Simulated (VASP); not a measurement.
HfC:

```
Hf C
1.0
     0.00000    2.32500    2.32500
     2.32500    0.00000    2.32500
     2.32500    2.32500    0.00000
Hf C
1 1
Direct
  0.50000 0.50000 0.50000
  0.00000 0.00000 0.00000
```

| Item | Value |
| --- | --- |
| Program | VASP 6.6.1 |
| Task | relaxation of cell and atoms |
| Functional | LDA |
| Potentials or basis | VASP PAW LDA potentials, release 64 (Hf_pv, C) |
| Cutoff | 600 eV |
| k mesh | 10 × 10 × 10 |
| Occupations | fermi-dirac, width 0.05 eV |
| Spin | no spin polarisation |
| Hubbard terms | Hf d U = 5.0 eV |

At the start: pressure 6.3 GPa; volume 12.57 Å³/atom.

How do energy, volume and symmetry change on relaxing?

Over 3 steps the energy falls by 6.2 meV/atom and the volume is 12.89 Å³/atom (+2.6 %); space group Fm-3m (No. 225, to 0.05 Å).

The path:
```csv
step,energy change (eV),largest force (eV/Å),pressure (GPa),volume (Å³)
1,0.0000,0.0000,6.30,25.14
2,0.0261,0.0000,-9.83,26.98
3,-0.0124,0.0000,-0.04,25.78
```

Final structure:
```
Hf C
1.0
     0.00000    2.34480    2.34480
     2.34480    0.00000    2.34480
     2.34480    2.34480    0.00000
Hf C
1 1
Direct
  0.50000 0.50000 0.50000
  0.00000 0.00000 0.00000
```

Caveat: U without spin polarisation on a metal has little footing; the U is typed as a test and isn't derived for this compound.
